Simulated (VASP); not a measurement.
# I (Fmmm) in VASP: single point with PBE+D3(BJ)

Aim: the single point of I with PBE+D3(BJ).

Everything below comes from runs of VASP 6.6.1. Logs are shortened: lines on timing, memory, paths and dates and some standing lists are left out, and cuts for length are marked.

## 1. The cell of the first run

The typed cell holds 1 atom: a = 4.336 Å, b = 4.337 Å, c = 3.196 Å, α = 68.35°, β = 68.40°, γ = 43.25°.

## 2. Single point, PBE+D3(BJ)

The input, INCAR:

```
SYSTEM = I
PREC = Accurate
ENCUT = 520
EDIFF = 1E-7
ISMEAR = 0
SIGMA = 0.1
LREAL = .FALSE.
LASPH = .TRUE.
NELM = 100
ALGO = Normal
ISIF = 2
LWAVE = .FALSE.
LCHARG = .FALSE.
GGA = PE
IVDW = 12
NBANDS = 10
```

The input, KPOINTS:

```
regular mesh
0
G
  14 14 14
  0 0 0
```

The input, POSCAR:

```
I
1.0
    0.0000000000      2.2586562426      3.7012723900
    2.2612958248      0.0000000000      3.7012723900
    2.2612958248      2.2586562426      0.0000000000
I
1
Direct
    0.0000000000      0.0000000000      0.0000000000
```

Potentials or basis: VASP PAW PBE potentials, release 64 (I).

The run is started by

```sh
> cat potpaw_PBE.64/I/POTCAR > POTCAR
> mpirun -np 1 vasp_std > vasp.out
```

OUTCAR:

```text
SYSTEM = I
   PREC = Accurate
   ENCUT = 520
   EDIFF = 1E-7
   ISMEAR = 0
   LREAL = .FALSE.
   LASPH = .TRUE.
   NELM = 100
   ISIF = 2
   GGA = PE
   IVDW = 12
 IVDW          = 12

 ion  position               nearest neighbor table
   1  0.000  0.000  0.000-

  LATTYP: Found a face centered orthorhombic cell.
 ALAT       =     4.5173124852
 B/A-ratio  =     1.0011686516
 C/A-ratio  =     1.6387054923

  Lattice vectors:

 A1 = (   2.2612958248,   0.0000000000,  -3.7012723900)
 A2 = (   0.0000000000,   2.2586562426,  -3.7012723900)
 A3 = (   2.2612958248,   2.2586562426,   0.0000000000)

Analysis of symmetry for initial positions (statically):
=====================================================================
 Subroutine PRICEL returns:
 Original cell was already a primitive cell.

 Routine SETGRP: Setting up the symmetry group for a
 face centered orthorhombic supercell.

 Subroutine GETGRP returns: Found  8 space group operations
 (whereof  8 operations were pure point group operations)
 out of a pool of  8 trial point group operations.

The static configuration has the point symmetry D_2h.

Analysis of symmetry for dynamics (positions and initial velocities):
=====================================================================
 Subroutine PRICEL returns:
 Original cell was already a primitive cell.

 Routine SETGRP: Setting up the symmetry group for a
 face centered orthorhombic supercell.

 Subroutine GETGRP returns: Found  8 space group operations
 (whereof  8 operations were pure point group operations)
 out of a pool of  8 trial point group operations.

The dynamic configuration has the point symmetry D_2h.

 Subroutine INISYM returns: Found  8 space group operations
 (whereof  8 operations are pure point group operations),
 and found     1 'primitive' translations

----------------------------------------------------------------------------------------

                                     Primitive cell

  volume of cell :      37.8084

  direct lattice vectors                    reciprocal lattice vectors
     0.000000000  2.258656243  3.701272390    -0.221112158  0.221370561  0.135088680
     2.261295825  0.000000000  3.701272390     0.221112158 -0.221370561  0.135088680
     2.261295825  2.258656243  0.000000000     0.221112158  0.221370561 -0.135088680

  length of vectors
     4.336005688  4.337381251  3.196089302     0.340799741  0.340799741  0.340799741

[... 81 lines left out ...]
   NSW    =      0    number of steps for IOM
   IBRION =     -1    ionic relax: 0-MD 1-quasi-New 2-CG
   NFREE  =      0    steps in history (QN), initial steepest desc. (CG)
   ISIF   =      2    stress and relaxation
   ISYM   =      2    0-nonsym 1-usesym 2-fastsym
   POTIM  = 0.5000    time-step for ionic-motion
   TEBEG  =    0.0;   TEEND  =   0.0 temperature during run
   PSTRESS=    0.0 pullay stress
   NELECT =       7.0000    total number of electrons
   NUPDOWN=      -1.0000    fix difference up-down
   EMIN   =  10.00;   EMAX   =-10.00  energy-range for DOS
   EFERMI =   0.00;   METHOD = LEGACY
   ISMEAR =     0;   SIGMA  =   0.10  broadening in eV -4-tet -1-fermi 0-gaus
   EFERMI_NEDOS =   21; number of points for ismear=-14 and -15
   IALGO  =     38    algorithm
   IMIX   =      4    mixing-type and parameters
     AMIX     =   0.40;   BMIX     =  1.00
     AMIX_MAG =   1.60;   BMIX_MAG =  1.00
  volume/ion in A,a.u.               =      37.81       255.14
  Fermi-wavevector in a.u.,A,eV,Ry     =   0.933064  1.763235 11.845341  0.870608
  Thomas-Fermi vector in A             =   2.059727
   LORBIT       =      0    0 simple, 1 ext, 2 COOP (PROOUT), +10 PAW based schemes
   GGA     = PE    functional components
   LHFCALC =     F    Hartree Fock is set to
   AEXX    =    0.0000 exact exchange contribution
   IVDW    =    12    specifies the selected vdW correction
   LEPSILON=     F    determine dielectric tensor
   LRPA    =     F    only Hartree local field effects (RPA)
 non-spin polarized calculation
 Gauss-broadening in eV      SIGMA  =   0.10
  energy-cutoff  :      520.00
  volume of cell :       37.81
 maximum number of plane-waves:      1038
   NGX = 17   NGY = 17   NGZ = 11

 number of electron       7.0000000 magnetization

 Free energy of the ion-electron system (eV)
  ---------------------------------------------------
  ext. energy  EPLUGINS =         0.00000000
  ---------------------------------------------------
  free energy    TOTEN  =        -1.38790283 eV

  energy without entropy =       -1.38554885  energy(sigma->0) =       -1.38672584

 E-fermi :   4.2943     XC(G=0):  -8.6073

 val. band max:        4.2932372914   @ k =   0.4286   0.0714   0.1429
 cond. band min:       4.2979048756   @ k =  -0.2857   0.0714   0.1429
 fundamental gap:      0.0046675842
 Fermi energy:         4.2942858230

 k-point     1 :       0.0000    0.0000    0.0000
  band No.  band energies     occupation
      1      -9.8869      2.00000
      2       2.4904      2.00000
      3       5.1961      0.00000
      4       5.2007      0.00000
      5       8.9916      0.00000
      6      11.6781      0.00000
      7      12.6115      0.00000
      8      16.2748      0.00000
      9      16.2801      0.00000
     10      16.5309      0.00000
[... 287 lines left out ...]
 k-point    24 :       0.2857    0.1429   -0.0000
  band No.  band energies     occupation
      1      -9.5410      2.00000
      2       1.3741      2.00000
      3       3.3979      2.00000
      4       5.2348      0.00000
      5      11.2532      0.00000
      6      11.8722      0.00000
      7      13.7781      0.00000
      8      14.8628      0.00000
      9      17.3861      0.00000
     10      18.4230      0.00000

 [... further k-points ...]

------------------------ aborting loop because EDIFF is reached ----------------------------------------

 Edisp (eV)   -0.34494

 E8    (eV) :    -0.1544

  FORCE on cell =-STRESS in cart. coord.  units (eV):
  Direction    XX          YY          ZZ          XY          YZ          ZX
  --------------------------------------------------------------------------------------
  -------------------------------------------------------------------------------------
  Total      -0.01886    -0.01757     0.00272     0.00000     0.00000     0.00000
  in kB      -0.79911    -0.74472     0.11546     0.00000     0.00000     0.00000
  external pressure =       -0.48 kB  Pullay stress =        0.00 kB

 VOLUME and BASIS-vectors are now :
 -----------------------------------------------------------------------------
  energy-cutoff  :      520.00
  volume of cell :       37.81
      direct lattice vectors                 reciprocal lattice vectors
     0.000000000  2.258656243  3.701272390    -0.221112158  0.221370561  0.135088680
     2.261295825  0.000000000  3.701272390     0.221112158 -0.221370561  0.135088680
     2.261295825  2.258656243  0.000000000     0.221112158  0.221370561 -0.135088680

 POSITION                                       TOTAL-FORCE (eV/Angst)
 -----------------------------------------------------------------------------------
      0.00000      0.00000      0.00000         0.000000      0.000000      0.000000
 -----------------------------------------------------------------------------------
    total drift:                               -0.000000      0.000000      0.000000

  FREE ENERGIE OF THE ION-ELECTRON SYSTEM (eV)
  ---------------------------------------------------
  free  energy   TOTEN  =        -1.7328422272 eV

  energy  without entropy=       -1.7304882454  energy(sigma->0) =       -1.73166524
```

OSZICAR:

```text
N       E                     dE             d eps       ncg     rms          rms(c)
DAV:   1     0.205392116937E+02    0.20539E+02   -0.24824E+03  8568   0.495E+02
DAV:   2    -0.534087161841E+00   -0.21073E+02   -0.20390E+02 11018   0.838E+01
DAV:   3    -0.140775178076E+01   -0.87366E+00   -0.86576E+00 10788   0.172E+01
DAV:   4    -0.141562173001E+01   -0.78699E-02   -0.78689E-02 10704   0.200E+00
DAV:   5    -0.141573166963E+01   -0.10994E-03   -0.10994E-03 10794   0.217E-01    0.539E+00
DAV:   6    -0.139556115702E+01    0.20171E-01   -0.16428E-02  9656   0.621E-01    0.333E+00
DAV:   7    -0.138797983496E+01    0.75813E-02   -0.34197E-02  9372   0.918E-01    0.119E-01
DAV:   8    -0.138789735235E+01    0.82483E-04   -0.17958E-03  9438   0.255E-01    0.352E-02
DAV:   9    -0.138790113621E+01   -0.37839E-05   -0.25384E-05 11158   0.369E-02    0.188E-02
DAV:  10    -0.138790256231E+01   -0.14261E-05   -0.30109E-06  9680   0.103E-02    0.346E-03
DAV:  11    -0.138790276622E+01   -0.20391E-06   -0.41215E-07  9878   0.364E-03    0.242E-03
DAV:  12    -0.138790283426E+01   -0.68036E-07   -0.95762E-08  9452   0.163E-03
   1 F= -.17328422E+01 E0= -.17316652E+01  d E =-.235398E-02
```

Run time: 38 s. Hardware: 1 thread of Intel Xeon 6975P-C (Granite Rapids), shared host; peak memory 0.28 GiB.

Results:

```yaml
Free_energy: -1.7328 eV
Pressure: 0.0 GPa
Dispersion_energy_per_atom: -0.345 eV
```

Stress tensor (GPa, compression positive):
```
-0.08  0.00  0.00
 0.00 -0.07  0.00
 0.00  0.00  0.01
```

Caveat: spin-orbit coupling is left out, which moves the levels of the heavy elements; an odd number of electrons without spin polarisation forces a metal; a magnetic or distorted state may lie lower; pairwise dispersion overbinds metals, which lowers pressure and volume.
